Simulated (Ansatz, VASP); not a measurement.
## Two plane-wave programs on BaTe

File POSCAR:

```
BaTe
1.0
    0.0000000000      3.4100000000      3.4100000000
    3.4100000000      0.0000000000      3.4100000000
    3.4100000000      3.4100000000      0.0000000000
Ba Te
1 1
Direct
    0.0146627566     -0.0146627566     -0.0146627566
    0.5000000000      0.5000000000      0.5000000000
```

File INCAR.step1:

```
SYSTEM = BaTe
PREC = Accurate
ENCUT = 520
ISMEAR = 0
SIGMA = 0.05
LREAL = .False.
LASPH = .True.
NELM = 100
NBANDS = 15
GGA = PE
ALGO = Normal
EDIFF = 1E-4
LWAVE = .True.
LCHARG = .False.
```

File INCAR.step2:

```
SYSTEM = BaTe
PREC = Accurate
ENCUT = 520
EDIFF = 1E-6
ISMEAR = 0
SIGMA = 0.05
LREAL = .False.
LASPH = .True.
NELM = 100
ALGO = Normal
ISIF = 2
LWAVE = .False.
LCHARG = .False.
METAGGA = R2SCAN
LMIXTAU = .True.
NBANDS = 15
ISTART = 1
```

File KPOINTS:

```
Automatic mesh
0
Gamma
  8 8 8
  0 0 0
```

Input for Ansatz:

```yaml
crystal:
  lattice:
    - [0.0, 3.41, 3.41]
    - [3.41, 0.0, 3.41]
    - [3.41, 3.41, 0.0]
  atoms:
    - { symbol: Ba, position: [0.0146627566, -0.0146627566, -0.0146627566] }
    - { symbol: Te, position: [0.5, 0.5, 0.5] }
basis:
  ecutwfc: 500
kpoints:
  mp_grid: { grid: [8, 8, 8] }
hamiltonian:
  xc: r2scan
scf:
  occupations: { method: gaussian, width: 0.05 }
output:
  forces: true
  stress: true
  eigenvalues: true
```

Alike in both runs: task single point; functional r2SCAN; k mesh 8 × 8 × 8; occupations gaussian, width 0.05 eV; no spin polarisation.

```csv
,VASP,Ansatz
version,VASP 6.6.1,Ansatz 0.2.0
potentials or method,"VASP PAW PBE potentials, release 64 (Ba_sv, Te), cutoff 520 eV","scalar-relativistic, plane waves, PAW"
valence electrons in the cell,16,26
```

|  | VASP | Ansatz | Ansatz less VASP |
| --- | --- | --- | --- |
| gap on the k mesh at the Fermi level (eV) | 1.70 | 1.80 | +0.094 |
| least direct gap on the mesh (eV) | 2.07 | 2.13 | +0.058 |
| pressure (GPa) | 4.6 | 4.1 | -0.47 |
| traceless stress, the component that is largest in VASP (GPa) | 0.32 | 0.30 | -0.016 |
| rms of the force components (eV/Å) | 0.199 | 0.190 | -0.0084 |

VASP's potentials were made for PBE, not for r2SCAN. Atom by atom the forces differ by 0.008 eV/Å (rms over components). VASP's potentials hold 16 valence electrons a cell and Ansatz's 26, so a difference there can come from the potentials and not from the codes.

Spin-orbit coupling is off throughout.
